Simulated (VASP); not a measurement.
# BiN (Pm-3m) in VASP: vibrations by perturbation theory with PBEsol

Aim: the vibrations by perturbation theory of BiN with PBEsol.

Everything below comes from runs of VASP 6.6.1. Logs are shortened: lines on timing, memory, paths and dates and some standing lists are left out, and cuts for length are marked.

**1. The cell of the first run**

It takes space group Pm-3m (No. 221, cubic). Conventional cell: a = 3.138 Å, b = 3.138 Å, c = 3.138 Å, α = 90.00°, β = 90.00°, γ = 90.00°. Bi (site symmetry m-3m) has 8 N at 2.72 Å and 6 Bi at 3.14 Å within 3.6 Å. Within 3.6 Å of N (site symmetry m-3m) lie 8 Bi at 2.72 Å and 6 N at 3.14 Å.

**2. Vibrations by perturbation theory, PBEsol (phonons by finite displacements)**

Contents of INCAR:

```
ALGO     = Normal         # electronic algorithm
EDIFF    = 1E-8           # SCF threshold, eV
ENCUT    = 520            # plane-wave cutoff, eV
GGA      = PS             # functional
IBRION   = 8              # ionic algorithm
ISIF     = 2              # what is computed and relaxed
ISMEAR   = 0              # smearing method
LASPH    = T              # aspherical terms in the spheres
LCHARG   = F              # write CHGCAR
LREAL    = F              # projectors in reciprocal space
LWAVE    = F              # write WAVECAR
NBANDS   = 17             # bands
NELM     = 60             # most SCF steps
NSW      = 1              # ionic steps
PREC     = Accurate       # precision mode
SIGMA    = 0.15           # smearing width, eV
```

Contents of KPOINTS:

```
k-points
0
Gamma
  12 12 12
```

Contents of POSCAR:

```
BiN
1.0
    3.1375803001      0.0000000000      0.0000000000
    0.0000000000      3.1375803001      0.0000000000
    0.0000000000      0.0000000000      3.1375803001
Bi N
1 1
Direct
    0.0000000000      0.0000000000      0.0000000000
    0.5000000000      0.5000000000      0.5000000000
```

Potentials or basis: VASP PAW PBE potentials, release 64 (Bi_d, N).

The run is started by

```
$ cat potpaw_PBE.64/Bi_d/POTCAR potpaw_PBE.64/N/POTCAR > POTCAR
$ mpirun -np 1 vasp_std > vasp.out
```

OUTCAR:

```text
EDIFF = 1E-8
   ENCUT = 520
   GGA = PS
   IBRION = 8
   ISIF = 2
   ISMEAR = 0
   LASPH = T
   LREAL = F
   NELM = 60
   NSW = 1
   PREC = Accurate

 ion  position               nearest neighbor table
   1  0.000  0.000  0.000-   2 2.72   2 2.72   2 2.72   2 2.72   2 2.72   2 2.72   2 2.72   2 2.72

   2  0.500  0.500  0.500-   1 2.72   1 2.72   1 2.72   1 2.72   1 2.72   1 2.72   1 2.72   1 2.72

  LATTYP: Found a simple cubic cell.
 ALAT       =     3.1375803001

  Lattice vectors:

 A1 = (   3.1375803001,   0.0000000000,   0.0000000000)
 A2 = (   0.0000000000,   3.1375803001,   0.0000000000)
 A3 = (   0.0000000000,   0.0000000000,   3.1375803001)

Analysis of symmetry for initial positions (statically):
=====================================================================
 Subroutine PRICEL returns:
 Original cell was already a primitive cell.

 Routine SETGRP: Setting up the symmetry group for a
 simple cubic supercell.

 Subroutine GETGRP returns: Found 48 space group operations
 (whereof 48 operations were pure point group operations)
 out of a pool of 48 trial point group operations.

The static configuration has the point symmetry O_h .

Analysis of symmetry for dynamics (positions and initial velocities):
=====================================================================
 Subroutine PRICEL returns:
 Original cell was already a primitive cell.

 Routine SETGRP: Setting up the symmetry group for a
 simple cubic supercell.

 Subroutine GETGRP returns: Found 48 space group operations
 (whereof 48 operations were pure point group operations)
 out of a pool of 48 trial point group operations.

The dynamic configuration has the point symmetry O_h .

 Subroutine INISYM returns: Found 48 space group operations
 (whereof 48 operations are pure point group operations),
 and found     1 'primitive' translations

----------------------------------------------------------------------------------------

                                     Primitive cell
[... 640 lines left out ...]

 VOLUME and BASIS-vectors are now :
 -----------------------------------------------------------------------------
  energy-cutoff  :      520.00
  volume of cell :       30.89
      direct lattice vectors                 reciprocal lattice vectors
     3.137580300  0.000000000  0.000000000     0.318716942  0.000000000  0.000000000
     0.000000000  3.137580300  0.000000000     0.000000000  0.318716942  0.000000000
     0.000000000  0.000000000  3.137580300     0.000000000  0.000000000  0.318716942

 POSITION                                       TOTAL-FORCE (eV/Angst)
 -----------------------------------------------------------------------------------
      0.00000      0.00000      0.00000         0.000000      0.000000      0.000000
      1.56879      1.56879      1.56879         0.000000      0.000000      0.000000
 -----------------------------------------------------------------------------------
    total drift:                                0.000000      0.000000     -0.000000

  FREE ENERGIE OF THE ION-ELECTRON SYSTEM (eV)
  ---------------------------------------------------
  free  energy   TOTEN  =       -10.4653159632 eV

  energy  without entropy=      -10.4535452269  energy(sigma->0) =      -10.45943060

[... ionic steps 2 to 3 ...]

--------------------------------------- Ionic step        4  -------------------------------------------

------------------------ aborting loop because EDIFF is reached ----------------------------------------

[... ionic steps 5 to 6 ...]

--------------------------------------- Ionic step        7  -------------------------------------------

 Free energy of the ion-electron system (eV)
  ---------------------------------------------------
  ---------------------------------------------------
  free energy    TOTEN  =        -0.22398947 eV

  energy without entropy =       -0.22398947

------------------------ aborting loop because EDIFF is reached ----------------------------------------

 INTERNAL STRAIN TENSOR  FOR ION    2  DIRECTION 1   (eV/Angst):
 -----------------------------------------------------------------------------
    -0.02326  0.00000  0.00000
     0.00000  0.01067  0.00000
     0.00000  0.00000  0.01067

 INTERNAL STRAIN TENSOR FOR ION    2 for displacements in x,y,z  (eV/Angst):
          X           Y           Z          XY          YZ          ZX
  --------------------------------------------------------------------------------
  x     0.00000     0.00000     0.00000     0.00000     0.00000     0.00000
  y     0.00000     0.00000     0.00000     0.00000     0.00000     0.00000
  z     0.00000     0.00000     0.00000     0.00000     0.00000     0.00000

 SECOND DERIVATIVES (NOT SYMMETRIZED)
 ------------------------------------
               1X          1Y          1Z          2X          2Y          2Z
  1X     3.058170    0.000000    0.000000   -3.058170   -0.000000   -0.000000
  1Y     0.000000    3.058170   -0.000000   -0.000000   -3.058170    0.000000
  1Z    -0.000000   -0.000000    3.058170    0.000000    0.000000   -3.058170
  2X    -3.047289    0.000000   -0.000000    3.047289   -0.000000    0.000000
  2Y     0.000000   -3.047289   -0.000000   -0.000000    3.047289    0.000000
  2Z    -0.000000   -0.000000   -3.047289    0.000000    0.000000    3.047289

 Eigenvectors and eigenvalues of the dynamical matrix
 ----------------------------------------------------

   1 f  =    0.003262 THz     0.020498 2PiTHz    0.108819 cm-1     0.013492 meV
             X         Y         Z           dx          dy          dz
      0.000000  0.000000  0.000000     0.894201    0.366200    0.057456
      1.568790  1.568790  1.568790     0.231866    0.094955    0.014898
[... 21 lines left out ...]
   6 f/i=    7.534568 THz    47.341085 2PiTHz  251.326123 cm-1    31.160454 meV
             X         Y         Z           dx          dy          dz
      0.000000  0.000000  0.000000    -0.250999   -0.000000   -0.000000
      1.568790  1.568790  1.568790     0.967987    0.000000    0.000000

--------------------------------------------------------------------------------------------------------

 ELASTIC MODULI CONTR FROM IONIC RELAXATION (kBar)
 Direction    XX          YY          ZZ          XY          YZ          ZX
 --------------------------------------------------------------------------------
 XX           0.0000      0.0000      0.0000      0.0000      0.0000      0.0000
 YY           0.0000      0.0000      0.0000      0.0000      0.0000      0.0000
 ZZ           0.0000      0.0000      0.0000      0.0000      0.0000      0.0000
 XY           0.0000      0.0000      0.0000      0.0000      0.0000      0.0000
 YZ           0.0000      0.0000      0.0000      0.0000      0.0000      0.0000
 ZX           0.0000      0.0000      0.0000      0.0000      0.0000      0.0000
 --------------------------------------------------------------------------------
```

stdout:

```text
POSCAR found type information on POSCAR BiN
 POSCAR found :  2 types and       2 ions
 scaLAPACK will be used
 -----------------------------------------------------------------------------
|                                                                             |
|                                                                             |
|     You enforced a specific xc type in the INCAR file but a different       |
|     I HOPE YOU KNOW WHAT YOU ARE DOING!                                     |
|                                                                             |
 -----------------------------------------------------------------------------

 LDA part: xc-table for (Slater+PW92), standard interpolation
 POSCAR, INCAR and KPOINTS ok, starting setup
 FFT: planning ... GRIDC
 FFT: planning ... GRID_SOFT
 FFT: planning ... GRID
 WAVECAR not read
 entering main loop
 Linear response reoptimize wavefunctions to high precision
 Linear response DOF=           2
 Linear response progress:
 first order change of Fermi-energy   0.61969E-03
 force on displaced ion       1 direction 1 :   3.058   0.000  -0.000
 Linear response progress:
 first order change of Fermi-energy   0.72739E-03
 force on displaced ion       2 direction 1 :   3.047   0.000  -0.000
 Linear response finished
```

It took 2.6 min on 1 thread of AMD EPYC 9R45 (Zen 5), shared host; peak memory 0.32 GiB.

What came out:

```yaml
Highest_phonon_frequency_at_Γ_LO-TO_splitting_left_out: 0 cm⁻¹
Most_unstable_mode: 251i cm⁻¹
```

Phonon frequencies in cm⁻¹ (negative: imaginary):
```csv
q point,frequencies
"(0.000, 0.000, 0.000)",-251 -251 -251 0 0 0
```

Caveat: the cell differs from its parent crystal (phonons by finite displacements); some modes are imaginary; spin-orbit coupling is left out, which moves the levels of the heavy elements.
